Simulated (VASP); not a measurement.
# C21O in VASP: notebook, part 2 of 2

VASP 6.6.1.

## Step 5: Single point, PBE+D3(BJ)

INCAR reads:

```
PREC     = Accurate       # precision mode
ENCUT    = 520            # plane-wave cutoff, eV
EDIFF    = 1E-6           # SCF threshold, eV
ISMEAR   = 0              # smearing method
SIGMA    = 0.05           # smearing width, eV
LREAL    = Auto         
LASPH    = True           # aspherical terms in the spheres
NELM     = 80             # most SCF steps
ALGO     = Normal         # electronic algorithm
ISIF     = 2              # what is computed and relaxed
LWAVE    = False          # write WAVECAR
LCHARG   = False          # write CHGCAR
LDIPOL   = True         
IDIPOL   = 3            
DIPOL    = 0.5 0.5 0.296
GGA      = PE             # functional
IVDW     = 12             # dispersion correction
NBANDS   = 62             # bands
```

KPOINTS reads:

```
regular mesh
0
Gamma
  5 8 1
```

POSCAR reads:

```
C21O
1.0
    5.0304222913      0.0000000000      0.0000000000
    0.0000000000      3.5570457144      0.0000000000
    0.0000000000      0.0000000000     23.8251416051
C O
21 1
Direct
    0.2500000000      0.0000000000      0.1678898731
    0.7500000000      0.0000000000      0.1678898731
    0.0000000000      0.2500000000      0.1678898731
    0.5000000000      0.2500000000      0.1678898731
    0.0000000000      0.5000000000      0.2206746831
    0.5000000000      0.5000000000      0.2206746831
    0.2500000000      0.7500000000      0.2206746831
    0.7500000000      0.7500000000      0.2206746831
    0.2500000000      0.0023818432      0.2733210081
    0.7500000000      0.0023818432      0.2733210081
    0.0000000000      0.2476181568      0.2733210081
    0.5000000000      0.2476181568      0.2733210081
    0.0000000000      0.5094747646      0.3275705903
    0.5000000000      0.5094747646      0.3275705903
    0.2500000000      0.7405252354      0.3275705903
    0.7500000000      0.7405252354      0.3275705903
    0.2500000000      0.0286707501      0.3725115994
    0.7500000000      0.0286707501      0.3725115994
    0.0000000000      0.2213292499      0.3725115994
    0.5000000000      0.2213292499      0.3725115994
    0.5000000000      0.5286707501      0.5550918364
    0.5000000000      0.5286707501      0.5068234979
```

Potentials or basis: VASP PAW PBE potentials, release 64 (C, O).

The run is started by

```
$ cat potpaw_PBE.64/C/POTCAR potpaw_PBE.64/O/POTCAR > POTCAR
$ mpirun -np 1 vasp_std > vasp.out
```

OUTCAR:

```text
PREC = Accurate
   ENCUT = 520
   EDIFF = 1E-6
   ISMEAR = 0
   LREAL = Auto
   LASPH = True
   NELM = 80
   ISIF = 2
   GGA = PE
   IVDW = 12
 IVDW          = 12

 ion  position               nearest neighbor table
   1  0.250  0.000  0.168-   3 1.54   4 1.54   7 1.54
   2  0.750  0.000  0.168-   3 1.54   4 1.54   8 1.54
   3  0.000  0.250  0.168-   1 1.54   2 1.54   5 1.54
   4  0.500  0.250  0.168-   1 1.54   2 1.54   6 1.54
   5  0.000  0.500  0.221-   7 1.54   8 1.54   3 1.54  11 1.54
   6  0.500  0.500  0.221-   7 1.54   8 1.54   4 1.54  12 1.54
   7  0.250  0.750  0.221-   5 1.54   6 1.54   1 1.54   9 1.54
   8  0.750  0.750  0.221-   5 1.54   6 1.54   2 1.54  10 1.54
   9  0.250  0.002  0.273-  11 1.53  12 1.53   7 1.54  15 1.59
  10  0.750  0.002  0.273-  11 1.53  12 1.53   8 1.54  16 1.59
  11  0.000  0.248  0.273-   9 1.53  10 1.53   5 1.54  13 1.59
  12  0.500  0.248  0.273-   9 1.53  10 1.53   6 1.54  14 1.59
  13  0.000  0.509  0.328-  19 1.48  16 1.50  15 1.50  11 1.59
  14  0.500  0.509  0.328-  20 1.48  16 1.50  15 1.50  12 1.59
  15  0.250  0.741  0.328-  17 1.48  14 1.50  13 1.50   9 1.59
  16  0.750  0.741  0.328-  18 1.48  14 1.50  13 1.50  10 1.59
  17  0.250  0.029  0.373-  19 1.43  20 1.43  15 1.48
  18  0.750  0.029  0.373-  19 1.43  20 1.43  16 1.48
  19  0.000  0.221  0.373-  17 1.43  18 1.43  13 1.48
  20  0.500  0.221  0.373-  17 1.43  18 1.43  14 1.48
  21  0.500  0.529  0.555-  22 1.15
  22  0.500  0.529  0.507-  21 1.15

  LATTYP: Found a simple orthorhombic cell.
 ALAT       =     3.5570457144
 B/A-ratio  =     1.4142135624
 C/A-ratio  =     6.6980138908

  Lattice vectors:

 A1 = (   0.0000000000,  -3.5570457144,   0.0000000000)
 A2 = (   5.0304222913,   0.0000000000,   0.0000000000)
 A3 = (   0.0000000000,   0.0000000000,  23.8251416051)

Analysis of symmetry for initial positions (statically):
=====================================================================
 Subroutine PRICEL returns:
 Original cell was already a primitive cell.

 Routine SETGRP: Setting up the symmetry group for a
 simple orthorhombic supercell.

 Subroutine GETGRP returns: Found  2 space group operations
 (whereof  2 operations were pure point group operations)
 out of a pool of  8 trial point group operations.

The static configuration has the point symmetry C_1h.

Analysis of symmetry for dynamics (positions and initial velocities):
=====================================================================
 Subroutine PRICEL returns:
 Original cell was already a primitive cell.

 Routine SETGRP: Setting up the symmetry group for a
 simple orthorhombic supercell.

 Subroutine GETGRP returns: Found  2 space group operations
 (whereof  2 operations were pure point group operations)
 out of a pool of  8 trial point group operations.

The dynamic configuration has the point symmetry C_1h.

 Subroutine INISYM returns: Found  2 space group operations
 (whereof  2 operations are pure point group operations),
 and found     1 'primitive' translations

----------------------------------------------------------------------------------------

                                     Primitive cell

  volume of cell :     426.3138

  direct lattice vectors                    reciprocal lattice vectors
     5.030422291  0.000000000  0.000000000     0.198790468  0.000000000  0.000000000
[... 104 lines left out ...]
   NGX,Y,Z   is equivalent  to a cutoff of  13.22, 13.09, 12.56 a.u.
   NGXF,Y,Z  is equivalent  to a cutoff of  26.44, 26.17, 25.12 a.u.
 SYSTEM =  unknown system
   PREC   = accura    normal or accurate (medium, high low for compatibility)
   ISTART =      0    job   : 0-new  1-cont  2-samecut
   ICHARG =      2    charge: 1-file 2-atom 10-const
   ISPIN  =      1    spin polarized calculation?
   LNONCOLLINEAR =      F non collinear calculations
   LSORBIT =      F    spin-orbit coupling
   LASPH  =      T    aspherical Exc in radial PAW
   ENCUT  =  520.0 eV  38.22 Ry    6.18 a.u.   9.35  6.61 44.30*2*pi/ulx,y,z
   NELM   =     80;   NELMIN=  2; NELMDL= -5     # of ELM steps
   EDIFF  = 0.1E-05   stopping-criterion for ELM
   LREAL  =      T    real-space projection
   EDIFFG = 0.1E-04   stopping-criterion for IOM
   NSW    =      0    number of steps for IOM
   IBRION =     -1    ionic relax: 0-MD 1-quasi-New 2-CG
   NFREE  =      0    steps in history (QN), initial steepest desc. (CG)
   ISIF   =      2    stress and relaxation
   ISYM   =      2    0-nonsym 1-usesym 2-fastsym
   POTIM  = 0.5000    time-step for ionic-motion
   TEBEG  =    0.0;   TEEND  =   0.0 temperature during run
   PSTRESS=    0.0 pullay stress
   NELECT =      90.0000    total number of electrons
   NUPDOWN=      -1.0000    fix difference up-down
   EMIN   =  10.00;   EMAX   =-10.00  energy-range for DOS
   EFERMI =   0.00;   METHOD = LEGACY
   ISMEAR =     0;   SIGMA  =   0.05  broadening in eV -4-tet -1-fermi 0-gaus
   EFERMI_NEDOS =   21; number of points for ismear=-14 and -15
   IALGO  =     38    algorithm
   IMIX   =      4    mixing-type and parameters
     AMIX     =   0.40;   BMIX     =  1.00
     AMIX_MAG =   1.60;   BMIX_MAG =  1.00
  volume/ion in A,a.u.               =      19.38       130.77
  Fermi-wavevector in a.u.,A,eV,Ry     =   0.974793  1.842092 12.928555  0.950222
  Thomas-Fermi vector in A             =   2.105281
   LORBIT       =      0    0 simple, 1 ext, 2 COOP (PROOUT), +10 PAW based schemes
   GGA     = PE    functional components
   LHFCALC =     F    Hartree Fock is set to
   AEXX    =    0.0000 exact exchange contribution
   IVDW    =    12    specifies the selected vdW correction
   LEPSILON=     F    determine dielectric tensor
   LRPA    =     F    only Hartree local field effects (RPA)
 non-spin polarized calculation
 Gauss-broadening in eV      SIGMA  =   0.05
  energy-cutoff  :      520.00
  volume of cell :      426.31
 maximum number of plane-waves:     11543
 NGX is ok and might be reduce to    40
   NGX = 19   NGY = 13   NGZ = 89

 dipolmoment           0.000000      0.000000      0.116594 electrons x Angstroem

 number of electron      90.0000006 magnetization

 dipolmoment           0.000000      0.000000     -0.037803 electrons x Angstroem

 Free energy of the ion-electron system (eV)
  ---------------------------------------------------
  ext. energy  EPLUGINS =         0.00000000
  ---------------------------------------------------
  free energy    TOTEN  =      -183.33345728 eV

  energy without entropy =     -183.32833409  energy(sigma->0) =     -183.33089568

 E-fermi :  -1.1822     XC(G=0):  -5.0933

 val. band max:       -1.1955638870   @ k =   0.4000   0.5000   0.0000
 cond. band min:      -1.1400078402   @ k =   0.2000   0.5000   0.0000
 fundamental gap:      0.0555560468
 Fermi energy:        -1.1822095407

 k-point     1 :       0.0000    0.0000    0.0000
  band No.  band energies     occupation
      1     -25.1684      2.00000
      2     -22.7013      2.00000
      3     -20.8275      2.00000
      4     -18.2548      2.00000
      5     -18.2544      2.00000
      6     -17.7896      2.00000
[... 889 lines left out ...]
     56       6.7551      0.00000
     57       6.9003      0.00000
 [bands above 57 left out]

------------------------ aborting loop because EDIFF is reached ----------------------------------------

 vacuum level on the upper side and lower side of the slab       (xc-potential included)        -0.194         0.180

 Edisp (eV)   -3.10843

 E8    (eV) :    -0.9308

  FORCE on cell =-STRESS in cart. coord.  units (eV):
  Direction    XX          YY          ZZ          XY          YZ          ZX
  --------------------------------------------------------------------------------------
  -------------------------------------------------------------------------------------
  Total      -8.24806    11.31614    -5.48659     0.00000     0.03421     0.00000
  in kB     -30.99794    42.52844   -20.61976     0.00000     0.12856     0.00000
  external pressure =       -3.03 kB  Pullay stress =        0.00 kB

 VOLUME and BASIS-vectors are now :
 -----------------------------------------------------------------------------
  energy-cutoff  :      520.00
  volume of cell :      426.31
      direct lattice vectors                 reciprocal lattice vectors
     5.030422291  0.000000000  0.000000000     0.198790468  0.000000000  0.000000000
     0.000000000  3.557045714  0.000000000     0.000000000  0.281132175  0.000000000
     0.000000000  0.000000000 23.825141605     0.000000000  0.000000000  0.041972468

 POSITION                                       TOTAL-FORCE (eV/Angst)
 -----------------------------------------------------------------------------------
      1.25761      0.00000      4.00000        -0.000736      4.259733      0.939419
      3.77282      0.00000      4.00000         0.000736      4.259733      0.939419
      0.00000      0.88926      4.00000         0.000000     -4.260325      0.942345
      2.51521      0.88926      4.00000         0.000000     -4.260194      0.936276
      0.00000      1.77852      5.25761         0.000000      1.060832     -0.972987
      2.51521      1.77852      5.25761         0.000000      1.064156     -0.964552
[... 14 lines left out ...]
      2.51521      1.88051     13.22514         0.000000      0.001041     -0.734246
      2.51521      1.88051     12.07514         0.000000      0.020791      0.712913
 -----------------------------------------------------------------------------------
    total drift:                                0.000000      0.009448      0.029530

  FREE ENERGIE OF THE ION-ELECTRON SYSTEM (eV)
  ---------------------------------------------------
  free  energy   TOTEN  =      -186.4418875555 eV

  energy  without entropy=     -186.4367643698  energy(sigma->0) =     -186.43932596

 vacuum level on the upper side and lower side of the slab         4.457         4.839
```

Wall time 9.5 min (1 thread of AMD EPYC 9R45 (Zen 5), shared host); peak memory 0.57 GiB.

Results:

| Quantity | Value |
| --- | --- |
| Free energy | -186.4419 eV |
| Largest force | 4.363 eV/Å |
| Band gap on the k mesh | zero (bands 45 and 46 overlap by 0.03 eV) |
| Dispersion energy per atom | -0.141 eV |

Forces on the atoms (eV/Å):
```
C   -0.001  4.260  0.939
C    0.001  4.260  0.939
C    0.000 -4.260  0.942
C    0.000 -4.260  0.936
C    0.000  1.061 -0.973
C    0.000  1.064 -0.965
C   -0.001 -1.063 -0.969
C    0.001 -1.063 -0.969
C    0.000 -0.011  0.011
C    0.000 -0.011  0.011
C    0.000  0.010  0.018
C    0.000  0.005  0.006
C    0.000  0.006 -0.022
C    0.000  0.003  0.002
C    0.006  0.000 -0.017
C   -0.006  0.000 -0.017
C    0.004 -0.005  0.053
C   -0.004 -0.005  0.053
C    0.000  0.009  0.058
C    0.000 -0.020 -0.015
C    0.000  0.001 -0.734
O    0.000  0.021  0.713
```

Levels at points of the mesh, in eV from the Fermi level:
| k point | band 42 | band 43 | band 44 | band 45 | band 46 | band 47 | band 48 | band 49 |
| --- | --- | --- | --- | --- | --- | --- | --- | --- |
| (0.00, 0.00, 0.00) | -0.81 | -0.71 | -0.71 | -0.04 | -0.04 | 0.13 | 1.51 | 3.01 |
| (0.00, 0.50, 0.00) | -0.55 | -0.37 | -0.16 | -0.16 | 0.14 | 0.64 | 0.64 | 1.03 |

## Step 6: Overview

```tsv
cell	gap on the mesh (eV)	largest force (eV/Å)
as given, atomic positions A	none	4.36
as given, atomic positions B	none	4.36
as given, atomic positions C	none	4.36
as given, atomic positions D	none	4.36
```

Alike in all rows: task single point; level PBE+D3(BJ); potentials or basis VASP PAW PBE potentials, release 64 (C, O); no spin polarisation; k mesh 5 × 8 × 1; cutoff (eV) 520; smearing gaussian 0.05 eV.

Total energies depend on the potentials used, so only differences within one code and one set of settings carry meaning.

The gap in the log of VASP goes by the Fermi energy; the results here count the filled bands.